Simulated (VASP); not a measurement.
Crystal: SbPb.

```xyz
2
Lattice="2.0758 -2.6803 0.0000 2.0758 2.6803 0.0000 0.0000 0.0000 5.4535" Properties=species:S:1:pos:R:3 pbc="T T T"
Sb    2.0758    0.0000    2.7267
Pb    0.0000    0.0000    0.0000
```

Base run:

- Program: VASP 6.6.1
- Functional: PBEsol
- Potentials or basis: VASP PAW PBE potentials, release 64 (Sb, Pb_d)
- Cutoff: 520 eV
- k mesh: 10 × 10 × 6
- Occupations: fermi-dirac, width 0.1 eV
- Spin: no spin polarisation

Its results: pressure -3.6 GPa.

Task: The run is repeated on the same cell with these changes: functional from PBEsol to BLYP. What comes out?

Result: Pressure 3.4 GPa.

BLYP binds less tightly than PBEsol, so the same cell stands under more pressure.

Caveats: the PAW data sets were made with another functional, which shifts forces and pressure a little.
